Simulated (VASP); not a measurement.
# ZrB6 (Pm-3m) in VASP: further runs

Runs on ZrB6. Level: PBE. Tasks: single point, relaxation of cell and atoms.

All numbers are computed with VASP 6.6.1; they aren't measurements. Logs are shortened: lines on timing, memory, paths and dates and some standing lists are left out, and cuts for length are marked.

**1. The cell of the first run**

The structure is cubic, space group Pm-3m (No. 221). The conventional cell has a = 4.004 Å, b = 4.004 Å, c = 4.004 Å, α = 90.00°, β = 90.00°, γ = 90.00°. Within 3.9 Å of Zr (site symmetry m-3m) lie 24 B at 2.94 Å. B (site symmetry 4mm) has 5 B at 1.60 to 1.70 Å within 2.1 Å.

**2. Single point, PBE**

Input file INCAR:

```
PREC = Accurate ; ENCUT = 520
EDIFF = 1E-6 ; ISMEAR = 0
SIGMA = 0.1 ; LREAL = F
LASPH = T ; NELM = 80
ALGO = Normal ; ISIF = 2
LWAVE = F ; LCHARG = F
GGA = PE ; NBANDS = 24
```

Input file KPOINTS:

```
regular mesh
0
Gamma
  4 4 4
```

Input file POSCAR:

```
ZrB6
1.0
    4.0040286100      0.0000000000      0.0000000000
    0.0000000000      4.0040286100      0.0000000000
    0.0000000000      0.0000000000      4.0040286100
Zr B
1 6
Direct
    0.0000000000      0.0000000000      0.0000000000
    0.5000000000      0.5000000000      0.2000000000
    0.5000000000      0.5000000000      0.8000000000
    0.2000000000      0.5000000000      0.5000000000
    0.8000000000      0.5000000000      0.5000000000
    0.5000000000      0.2000000000      0.5000000000
    0.5000000000      0.8000000000      0.5000000000
```

Potentials or basis: VASP PAW PBE potentials, release 64 (Zr_sv, B).

Launch:

```
$ cat potpaw_PBE.64/Zr_sv/POTCAR potpaw_PBE.64/B/POTCAR > POTCAR
$ mpirun -np 1 vasp_std > vasp.out
```

OUTCAR:

```text
PREC = Accurate
   ENCUT = 520
   EDIFF = 1E-6
   ISMEAR = 0
   LREAL = F
   LASPH = T
   NELM = 80
   ISIF = 2
   GGA = PE

 ion  position               nearest neighbor table
   1  0.000  0.000  0.000-   2 2.94   3 2.94   4 2.94   5 2.94   6 2.94   7 2.94   4 2.94   5 2.94
                             6 2.94   7 2.94   2 2.94   3 2.94   4 2.94   5 2.94   4 2.94   5 2.94
   2  0.500  0.500  0.200-   3 1.60   4 1.70   5 1.70   6 1.70   7 1.70   1 2.94   1 2.94   1 2.94
                             1 2.94
   3  0.500  0.500  0.800-   2 1.60   4 1.70   5 1.70   6 1.70   7 1.70   1 2.94   1 2.94   1 2.94
                             1 2.94
   4  0.200  0.500  0.500-   5 1.60   3 1.70   2 1.70   6 1.70   7 1.70   1 2.94   1 2.94   1 2.94
                             1 2.94
   5  0.800  0.500  0.500-   4 1.60   3 1.70   2 1.70   6 1.70   7 1.70   1 2.94   1 2.94   1 2.94
                             1 2.94
   6  0.500  0.200  0.500-   7 1.60   3 1.70   4 1.70   5 1.70   2 1.70   1 2.94   1 2.94   1 2.94
                             1 2.94
   7  0.500  0.800  0.500-   6 1.60   3 1.70   4 1.70   5 1.70   2 1.70   1 2.94   1 2.94   1 2.94
                             1 2.94

  LATTYP: Found a simple cubic cell.
 ALAT       =     4.0040286100

  Lattice vectors:

 A1 = (   4.0040286100,   0.0000000000,   0.0000000000)
 A2 = (   0.0000000000,   4.0040286100,   0.0000000000)
 A3 = (   0.0000000000,   0.0000000000,   4.0040286100)

Analysis of symmetry for initial positions (statically):
=====================================================================
 Subroutine PRICEL returns:
 Original cell was already a primitive cell.

 Routine SETGRP: Setting up the symmetry group for a
 simple cubic supercell.

 Subroutine GETGRP returns: Found 48 space group operations
 (whereof 48 operations were pure point group operations)
 out of a pool of 48 trial point group operations.

The static configuration has the point symmetry O_h .

Analysis of symmetry for dynamics (positions and initial velocities):
=====================================================================
 Subroutine PRICEL returns:
 Original cell was already a primitive cell.

 Routine SETGRP: Setting up the symmetry group for a
 simple cubic supercell.

 Subroutine GETGRP returns: Found 48 space group operations
 (whereof 48 operations were pure point group operations)
 out of a pool of 48 trial point group operations.

The dynamic configuration has the point symmetry O_h .

 Subroutine INISYM returns: Found 48 space group operations
 (whereof 48 operations are pure point group operations),
 and found     1 'primitive' translations

----------------------------------------------------------------------------------------

                                     Primitive cell

  volume of cell :      64.1936

  direct lattice vectors                    reciprocal lattice vectors
     4.004028610  0.000000000  0.000000000     0.249748465  0.000000000  0.000000000
     0.000000000  4.004028610  0.000000000     0.000000000  0.249748465  0.000000000
     0.000000000  0.000000000  4.004028610     0.000000000  0.000000000  0.249748465

  length of vectors
     4.004028610  4.004028610  4.004028610     0.249748465  0.249748465  0.249748465

  position of ions in fractional coordinates (direct lattice)
     0.000000000  0.000000000  0.000000000
     0.500000000  0.500000000  0.200000000
     0.500000000  0.500000000  0.800000000
     0.200000000  0.500000000  0.500000000
     0.800000000  0.500000000  0.500000000
     0.500000000  0.200000000  0.500000000
     0.500000000  0.800000000  0.500000000

  ion indices of the primitive-cell ions
   primitive index   ion index
                 1           1
                 2           2
                 3           3
                 4           4
                 5           5
                 6           6
                 7           7

----------------------------------------------------------------------------------------

 KPOINTS: regular mesh

Automatic generation of k-mesh.
 Grid dimensions read from file:
 generate k-points for:    4    4    4

 Generating k-lattice:

  Cartesian coordinates                     Fractional coordinates (reciprocal lattice)
     0.062437116  0.000000000  0.000000000     0.250000000  0.000000000  0.000000000
     0.000000000  0.062437116  0.000000000     0.000000000  0.250000000  0.000000000
     0.000000000  0.000000000  0.062437116     0.000000000  0.000000000  0.250000000

  Length of vectors
     0.062437116  0.062437116  0.062437116

  Shift w.r.t. Gamma in fractional coordinates (k-lattice)
     0.000000000  0.000000000  0.000000000

 Subroutine IBZKPT returns following result:
 ===========================================

 Found     10 irreducible k-points:

 Following reciprocal coordinates:
            Coordinates               Weight
  0.000000  0.000000  0.000000      1.000000
  0.250000  0.000000  0.000000      6.000000
  0.500000  0.000000  0.000000      3.000000
  0.250000  0.250000  0.000000     12.000000
  0.500000  0.250000  0.000000     12.000000
  0.500000  0.500000  0.000000      3.000000
  0.250000  0.250000  0.250000      8.000000
  0.500000  0.250000  0.250000     12.000000
  0.500000  0.500000  0.250000      6.000000
  0.500000  0.500000  0.500000      1.000000
   k-points           NKPTS =     10   k-points in BZ     NKDIM =     10   number of bands    NBANDS=     24
   number of dos      NEDOS =    301   number of ions     NIONS =      7
   total plane-waves  NPLWV =  27000
   dimension x,y,z NGX =    30 NGY =   30 NGZ =   30
   dimension x,y,z NGXF=    60 NGYF=   60 NGZF=   60
   ions per type =               1   6
   NGX,Y,Z   is equivalent  to a cutoff of  12.46, 12.46, 12.46 a.u.
   NGXF,Y,Z  is equivalent  to a cutoff of  24.91, 24.91, 24.91 a.u.
 SYSTEM =  unknown system
   PREC   = accura    normal or accurate (medium, high low for compatibility)
   ISTART =      0    job   : 0-new  1-cont  2-samecut
   ICHARG =      2    charge: 1-file 2-atom 10-const
   ISPIN  =      1    spin polarized calculation?
   LNONCOLLINEAR =      F non collinear calculations
   LSORBIT =      F    spin-orbit coupling
   LASPH  =      T    aspherical Exc in radial PAW
   ENCUT  =  520.0 eV  38.22 Ry    6.18 a.u.   7.44  7.44  7.44*2*pi/ulx,y,z
   NELM   =     80;   NELMIN=  2; NELMDL= -5     # of ELM steps
   EDIFF  = 0.1E-05   stopping-criterion for ELM
   LREAL  =      F    real-space projection
[... 7 lines left out ...]
   TEBEG  =    0.0;   TEEND  =   0.0 temperature during run
   PSTRESS=    0.0 pullay stress
   NELECT =      30.0000    total number of electrons
   NUPDOWN=      -1.0000    fix difference up-down
   EMIN   =  10.00;   EMAX   =-10.00  energy-range for DOS
   EFERMI =   0.00;   METHOD = LEGACY
   ISMEAR =     0;   SIGMA  =   0.10  broadening in eV -4-tet -1-fermi 0-gaus
   EFERMI_NEDOS =   21; number of points for ismear=-14 and -15
   IALGO  =     38    algorithm
   IMIX   =      4    mixing-type and parameters
     AMIX     =   0.40;   BMIX     =  1.00
     AMIX_MAG =   1.60;   BMIX_MAG =  1.00
  volume/ion in A,a.u.               =       9.17        61.89
  Fermi-wavevector in a.u.,A,eV,Ry     =   1.270432  2.400768 21.959767  1.613997
  Thomas-Fermi vector in A             =   2.403420
   LORBIT       =      0    0 simple, 1 ext, 2 COOP (PROOUT), +10 PAW based schemes
   GGA     = PE    functional components
   LHFCALC =     F    Hartree Fock is set to
   AEXX    =    0.0000 exact exchange contribution
   IVDW    =     0    specifies the selected vdW correction
   LEPSILON=     F    determine dielectric tensor
   LRPA    =     F    only Hartree local field effects (RPA)
 non-spin polarized calculation
 Gauss-broadening in eV      SIGMA  =   0.10
  energy-cutoff  :      520.00
  volume of cell :       64.19
 maximum number of plane-waves:      1750
 NGX is ok and might be reduce to    30
   NGX = 15   NGY = 15   NGZ = 15

 number of electron      29.9999999 magnetization

 Free energy of the ion-electron system (eV)
  ---------------------------------------------------
  ext. energy  EPLUGINS =         0.00000000
  ---------------------------------------------------
  free energy    TOTEN  =       -48.86204610 eV

  energy without entropy =      -48.84912485  energy(sigma->0) =      -48.85558547

 E-fermi :   8.6957     XC(G=0): -11.5546

 val. band max:        8.6749715871   @ k =   0.5000   0.0000   0.0000
 cond. band min:       8.7550976765   @ k =   0.2500   0.2500   0.2500
 fundamental gap:      0.0801260894
 Fermi energy:         8.6956758639

 k-point     1 :       0.0000    0.0000    0.0000
  band No.  band energies     occupation
      1     -42.3877      2.00000
      2     -20.3303      2.00000
      3     -20.3303      2.00000
      4     -20.3303      2.00000
      5      -8.1353      2.00000
      6      -0.5206      2.00000
[... 16 lines left out ...]
     23      12.7525      0.00000
     24      14.7252      0.00000

 k-point     2 :       0.2500    0.0000    0.0000
  band No.  band energies     occupation
      1     -42.3865      2.00000
      2     -20.3618      2.00000
      3     -20.3269      2.00000
      4     -20.3269      2.00000
      5      -7.9255      2.00000
      6      -2.1228      2.00000
[... 16 lines left out ...]
     23      11.9338      0.00000
     24      15.6223      0.00000

 k-point     3 :       0.5000    0.0000    0.0000
  band No.  band energies     occupation
      1     -42.3853      2.00000
      2     -20.3930      2.00000
      3     -20.3235      2.00000
      4     -20.3235      2.00000
      5      -7.6781      2.00000
      6      -3.0624      2.00000
[... 16 lines left out ...]
     23      13.6478      0.00000
     24      14.2228      0.00000
[... 136 lines left out ...]
 k-point     9 :       0.5000    0.5000    0.2500
  band No.  band energies     occupation
      1     -42.3817      2.00000
      2     -20.3789      2.00000
      3     -20.3789      2.00000
      4     -20.3459      2.00000
      5      -7.3258      2.00000
      6      -2.0387      2.00000
[... 16 lines left out ...]
     23      14.6982      0.00000
     24      15.7716      0.00000

 k-point    10 :       0.5000    0.5000    0.5000
  band No.  band energies     occupation
      1     -42.3805      2.00000
      2     -20.3746      2.00000
      3     -20.3746      2.00000
      4     -20.3746      2.00000
      5      -7.1653      2.00000
      6      -1.9490      2.00000
[... 16 lines left out ...]
     23      15.2684      0.00000
     24      15.2684      0.00000

------------------------ aborting loop because EDIFF is reached ----------------------------------------

  FORCE on cell =-STRESS in cart. coord.  units (eV):
  Direction    XX          YY          ZZ          XY          YZ          ZX
  --------------------------------------------------------------------------------------
  -------------------------------------------------------------------------------------
  Total        2.9246124      2.9246124      2.9246124     -0.0000000      0.0000000      0.0000000
  in kB       72.9940381     72.9940381     72.9940381     -0.0000000      0.0000000      0.0000000
  external PRESSURE =      72.9940381 kB  Pullay stress =       0.0000000 kB

 VOLUME and BASIS-vectors are now :
 -----------------------------------------------------------------------------
  energy-cutoff  :      520.00
  volume of cell :       64.19
      direct lattice vectors                 reciprocal lattice vectors
     4.004028610  0.000000000  0.000000000     0.249748465  0.000000000  0.000000000
     0.000000000  4.004028610  0.000000000     0.000000000  0.249748465  0.000000000
     0.000000000  0.000000000  4.004028610     0.000000000  0.000000000  0.249748465

 POSITION                                       TOTAL-FORCE (eV/Angst)
 -----------------------------------------------------------------------------------
      0.00000      0.00000      0.00000        -0.000000      0.000000     -0.000000
      2.00201      2.00201      0.80081        -0.000000      0.000000     -1.026390
      2.00201      2.00201      3.20322        -0.000000      0.000000      1.026390
      0.80081      2.00201      2.00201        -1.026390     -0.000000      0.000000
      3.20322      2.00201      2.00201         1.026390      0.000000     -0.000000
      2.00201      0.80081      2.00201        -0.000000     -1.026390     -0.000000
      2.00201      3.20322      2.00201        -0.000000      1.026390      0.000000
 -----------------------------------------------------------------------------------
    total drift:                                0.000000     -0.000000      0.000000

  FREE ENERGIE OF THE ION-ELECTRON SYSTEM (eV)
  ---------------------------------------------------
  free  energy   TOTEN  =       -48.8620460956 eV

  energy  without entropy=      -48.8491248536  energy(sigma->0) =      -48.85558547
```

Run time: 14 s. Hardware: 1 thread of AMD EPYC 7R13 (Zen 3), shared host; peak memory 0.13 GiB.

Results:

```yaml
Free_energy: -48.8620 eV
Pressure: 7.3 GPa
Largest_force: 1.026 eV/Å
Band_gap_on_the_k_mesh: zero (band 15 reaches 9.69 eV, above the bottom of band 16 at 8.06 eV)
```

Forces in eV/Å, atoms in the order of the input:
```
Zr   0.000  0.000  0.000
B    0.000  0.000 -1.026
B    0.000  0.000  1.026
B   -1.026  0.000  0.000
B    1.026  0.000  0.000
B    0.000 -1.026  0.000
B    0.000  1.026  0.000
```

Caveat: the k points lie up to 0.39 Å⁻¹ apart; forces of over 1 eV/Å act on the atoms, so gaps and moduli don't describe the material at rest.

**3. Single point, PBE**

This run uses another cell than the first one, of 9.49 Å³/atom, 1.035 times its volume.

Input file INCAR:

```
SYSTEM = ZrB6
  ALGO = Normal
  EDIFF = 1E-6
  ENCUT = 520
  GGA = PE
  ISIF = 2
  ISMEAR = 0
  LASPH = .TRUE.
  LCHARG = .FALSE.
  LREAL = .FALSE.
  LWAVE = .FALSE.
  NBANDS = 24
  NELM = 60
  PREC = Accurate
  SIGMA = 0.1
```

Input file KPOINTS:

```
k-points
0
G
  4 4 4
  0 0 0
```

Input file POSCAR:

```
ZrB6
1.0
    4.0503815559      0.0000000000      0.0000000000
    0.0000000000      4.0503815559      0.0000000000
    0.0000000000      0.0000000000      4.0503815559
Zr B
1 6
Direct
    0.0000000000      0.0000000000      0.0000000000
    0.5000000000      0.5000000000      0.1974915545
    0.5000000000      0.5000000000      0.8025084455
    0.1974915545      0.5000000000      0.5000000000
    0.8025084455      0.5000000000      0.5000000000
    0.5000000000      0.1974915545      0.5000000000
    0.5000000000      0.8025084455      0.5000000000
```

Potentials or basis: VASP PAW PBE potentials, release 64 (Zr_sv, B).

Launch:

```
$ cat potpaw_PBE.64/Zr_sv/POTCAR potpaw_PBE.64/B/POTCAR > POTCAR
$ mpirun -np 1 vasp_std > vasp.out
```

Wall time 15 s (1 thread of AMD EPYC 7R13 (Zen 3), shared host); peak memory 0.14 GiB.

It converged, with:

```
Free energy            : -48.9447 eV
Pressure               : 0.0 GPa
Largest force          : 0.032 eV/Å
Band gap on the k mesh : zero (band 15 reaches 9.27 eV, above the bottom of band 16 at 7.69 eV)
```

Forces on the atoms (eV/Å):
```
Zr   0.000  0.000  0.000
B    0.000  0.000 -0.032
B    0.000  0.000  0.032
B   -0.032  0.000  0.000
B    0.032  0.000  0.000
B    0.000 -0.032  0.000
B    0.000  0.032  0.000
```

Levels at points of the mesh, in eV from the Fermi level:
| k point | band 12 | band 13 | band 14 | band 15 | band 16 | band 17 | band 18 | band 19 |
| --- | --- | --- | --- | --- | --- | --- | --- | --- |
| (0.00, 0.00, 0.00) | -2.34 | -2.34 | -2.34 | -0.17 | -0.17 | 1.02 | 1.02 | 1.02 |
| (0.50, 0.00, 0.00) | -4.14 | -3.60 | -3.25 | -1.39 | -0.02 | 0.18 | 0.18 | 0.81 |
| (0.50, 0.50, 0.00) | -4.94 | -3.17 | -3.17 | 0.36 | 0.65 | 1.14 | 1.33 | 1.33 |
| (0.50, 0.50, 0.50) | -2.71 | -2.71 | -2.71 | 0.93 | 0.93 | 1.43 | 1.43 | 1.43 |

Caveat: the k points lie up to 0.39 Å⁻¹ apart.

(Part 1 of 2 ends here.)
